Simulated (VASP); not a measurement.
Wanted: the native input for a VASP 6.6.1 run.

| Quantity | Value |
| --- | --- |
| Task | single point |
| Functional | PBE0 |
| Potentials or basis | VASP PAW PBE potentials, release 64 (In_d) |
| Cutoff | 520 eV |
| k mesh | 4 × 4 × 4 |
| Occupations | fermi-dirac, width 0.05 eV |
| Spin | no spin polarisation |
| Dipole correction | no |
| Grid for exact exchange (PRECFOCK) | Normal |
| Further INCAR settings | ALGO = Normal; EDIFF = 1e-07; NBANDS = 20 |
| Share of exact exchange | 0.25 |

In:

```
In
1.0
     3.26739    0.00000    0.00000
    -1.63370    2.82965    0.00000
     0.00000    0.00000    5.39668
In
2
Cartesian
  1.6337 0.9432 4.0475
  0.0000 1.8864 1.3492
```

This isn't the form of In at room conditions, which is tetragonal.

One way to write it, as run:

POSCAR

```
In
1.0
    3.2673945583      0.0000000000      0.0000000000
   -1.6336972791      2.8296466917      0.0000000000
    0.0000000000      0.0000000000      5.3966798754
In
2
Direct
    0.6666666667      0.3333333333      0.7500000000
    0.3333333333      0.6666666667      0.2500000000
```

INCAR.step1

```
ALGO = Normal ; EDIFF = 1E-5
ENCUT = 520 ; GGA = PE
ISIF = 2 ; ISMEAR = -1
LASPH = True ; LCHARG = False
LREAL = False ; LWAVE = True
NBANDS = 20 ; NELM = 80
PREC = Accurate ; SIGMA = 0.05
```

INCAR.step2

```
AEXX = 0.25 ; ALGO = Normal
EDIFF = 1E-7 ; ENCUT = 520
GGA = PE ; ISIF = 2
ISMEAR = -1 ; ISTART = 1
LASPH = True ; LCHARG = False
LHFCALC = True ; LREAL = False
LWAVE = False ; NBANDS = 20
NELM = 80 ; PREC = Accurate
PRECFOCK = Normal ; SIGMA = 0.05
```

KPOINTS

```
k-points
0
Gamma
  4 4 4
```

Potentials or basis: VASP PAW PBE potentials, release 64 (In_d).

The run is started by

```bash
$ cat potpaw_PBE.64/In_d/POTCAR > POTCAR
$ cp INCAR.step1 INCAR
$ mpirun -np 1 vasp_std > vasp.out
$ cp INCAR.step2 INCAR
$ mpirun -np 1 vasp_std > vasp.out
```

Results of the run:

```
Pressure               : 3.2 GPa
Band gap on the k mesh : zero (bands 13 and 14 overlap by 7.41 eV)
```

Caveat: the k points lie up to 0.56 Å⁻¹ apart, too coarse for converged energies and pressures of a metal; the PAW data sets were made with another functional, which shifts forces and pressure a little; spin-orbit coupling is left out, which moves the levels of the heavy elements.

Run time: 52 min on 1 thread of Intel Xeon 8259CL (shared host), peak memory 0.17 GiB.
